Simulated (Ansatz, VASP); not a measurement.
**Two plane-wave programs on InAs**

```xyz
2
Lattice="0.0000 3.0577 3.0577 3.0577 0.0000 3.0577 3.0577 3.0577 0.0000" Properties=species:S:1:pos:R:3 pbc="T T T"
In    0.0000    0.0000    0.0000
As    4.5866    4.5866    4.5866
```

Alike in both runs: task single point; functional PBEsol; dispersion D3(BJ); k mesh 8 × 8 × 8; occupations fermi-dirac, width 0.05 eV; no spin polarisation.

|  | VASP | Ansatz |
| --- | --- | --- |
| version | VASP 6.6.1 | Ansatz 0.2.0 |
| potentials or method | VASP PAW PBE potentials, release 64 (In_d, As) | Ansatz PAW |
| plane-wave cutoff (eV) | 520 | 420 |
| valence electrons in the cell | 18 | 28 |

```tsv
	VASP	Ansatz	Ansatz less VASP
gap on the k mesh at the Fermi level (eV)	none	none	-
pressure (GPa)	-2.4	-2.4	-0.08
```

VASP's potentials were made for PBE, not for PBEsol. A gap of «none» marks a metal or a gap that the smearing closes. VASP's potentials hold 18 valence electrons a cell and Ansatz's 28, so a difference there can come from the potentials and not from the codes.
